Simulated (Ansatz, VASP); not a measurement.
Two plane-wave programs on MgO

```
Mg O
1.0
     3.66220    0.00000    0.00000
    -1.83110    3.17156    0.00000
     0.00000    0.00000    4.15460
Mg O
2 2
Direct
  0.66667 0.33333 0.75000
  0.33333 0.66667 0.25000
  0.66667 0.33333 0.25000
  0.33333 0.66667 0.75000
```

Alike in both runs: task single point; functional PBE; k mesh 9 × 9 × 6; occupations gaussian, width 0.05 eV; no spin polarisation.

|  | VASP | Ansatz |
| --- | --- | --- |
| version | VASP 6.6.1 | Ansatz 0.2.0 |
| potentials or method | VASP PAW PBE potentials, release 64 (Mg, O), cutoff 520 eV | scalar-relativistic, plane waves, PAW |
| valence electrons in the cell | 16 | 32 |

|  | VASP | Ansatz | Ansatz less VASP |
| --- | --- | --- | --- |
| gap on the k mesh at the Fermi level (eV) | 3.08 | 3.10 | +0.019 |
| least direct gap on the mesh (eV) | 3.08 | 3.10 | +0.019 |
| pressure (GPa) | -6.0 | -5.4 | +0.57 |
| traceless stress, the component that is largest in VASP (GPa) | 4.51 | 4.58 | +0.071 |

VASP's potentials hold 16 valence electrons a cell and Ansatz's 32, so a difference there can come from the potentials and not from the codes.
